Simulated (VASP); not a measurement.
Here is a VASP 6.6.1 calculation.

The input INCAR:

```
SYSTEM = Zr3Si2
PREC     = Accurate       ! precision mode
ENCUT    = 520            ! plane-wave cutoff, eV
EDIFF    = 1E-7           ! SCF threshold, eV
ISMEAR   = 0              ! smearing method
SIGMA    = 0.15           ! smearing width, eV
LREAL    = .False.        ! projectors in reciprocal space
LASPH    = .True.         ! aspherical terms in the spheres
NELM     = 80             ! most SCF steps
ALGO     = Fast           ! electronic algorithm
ISIF     = 2              ! what is computed and relaxed
LWAVE    = .False.        ! write WAVECAR
LCHARG   = .True.         ! write CHGCAR
GGA      = PS             ! functional
LELF     = .True.         ! ELF
LVHAR    = .True.       
NBANDS   = 55             ! bands
```

KPOINTS

```
Automatic mesh
0
Gamma
  6 6 12
  0 0 0
```

The input POSCAR:

```
Zr3Si2
1.0
    7.0655778226      0.0000000000      0.0000000000
    0.0000000000      7.0655778226      0.0000000000
    0.0000000000      0.0000000000      3.6444907344
Zr Si
6 4
Direct
    0.1744786440      0.6744786440      0.5000000000
    0.8255213560      0.3255213560      0.5000000000
    0.3255213560      0.1744786440      0.5000000000
    0.6744786440      0.8255213560      0.5000000000
    0.0000000000      0.0000000000      0.0000000000
    0.5000000000      0.5000000000      0.0000000000
    0.6223900172      0.1223900172      0.0171491724
    0.3776099828      0.8776099828      0.0171491724
    0.8776099828      0.6223900172      0.0171491724
    0.1223900172      0.3776099828      0.0171491724
```

Potentials or basis: VASP PAW PBE potentials, release 64 (Zr_sv, Si).

The run is started by

```sh
$ cat potpaw_PBE.64/Zr_sv/POTCAR potpaw_PBE.64/Si/POTCAR > POTCAR
$ mpirun -np 1 vasp_std > vasp.out
```

Question: What does it give for the pressure?

Answer: 0.3 GPa.

Question: Predict the largest force.

Answer: 0.530 eV/Å.

Forces on the atoms (eV/Å):
```
Zr  -0.001 -0.001  0.477
Zr   0.001  0.001  0.477
Zr   0.001 -0.001  0.477
Zr  -0.001  0.001  0.477
Zr   0.000  0.000  0.107
Zr   0.000  0.000  0.107
Si   0.000  0.000 -0.530
Si   0.000  0.000 -0.530
Si   0.000  0.000 -0.530
Si   0.000  0.000 -0.530
```

Caveat: the cell differs from its parent crystal (all Si atoms moved +0.062 Å, as atom 7 along Cartesian [0 0 1]); the PAW data sets were made with another functional, which shifts forces and pressure a little.
